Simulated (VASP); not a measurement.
Input of a VASP 6.6.1 run:

The input INCAR:

```
SYSTEM = SiC2
PREC = Accurate
ENCUT = 520
EDIFF = 1E-7
ISMEAR = 0
SIGMA = 0.1
LREAL = .FALSE.
LASPH = .TRUE.
NELM = 60
ALGO = Normal
ISIF = 2
LWAVE = .FALSE.
LCHARG = .FALSE.
GGA = PE
NBANDS = 21
```

KPOINTS

```
Automatic mesh
0
G
  16 10 4
  0 0 0
```

The input POSCAR:

```
SiC2
1.0
    2.4564090575      0.0000000000     -0.0153115176
    0.0000000000      4.2423977480      0.0000000000
   -0.7258025414      0.0000000000      9.7757319897
Si C
2 4
Direct
    0.7382137609      0.0000000000      0.9376672452
    0.7790059276      0.5000000000      0.0629259184
    0.4957038829      0.1667422473      0.4998908308
    0.9956813070      0.6667436909      0.4998120902
    0.9956813070      0.3332563091      0.4998120902
    0.4957038829      0.8332577527      0.4998908308
```

Potentials or basis: VASP PAW PBE potentials, release 64 (Si, C).

Run with:

```bash
$ cat potpaw_PBE.64/Si/POTCAR potpaw_PBE.64/C/POTCAR > POTCAR
$ mpirun -np 1 vasp_std > vasp.out
```

Task: Predict the pressure.

Result: 0.2 GPa.

Task: Predict the band gap on the k mesh.

Result: Zero (bands 12 and 13 overlap by 1.20 eV).

Forces in eV/Å, atoms in the order of the input:
```
Si   0.001  0.000  0.002
Si  -0.001  0.000 -0.002
C    0.000  0.001  0.000
C    0.000  0.001  0.000
C    0.000 -0.001  0.000
C    0.000 -0.001  0.000
```
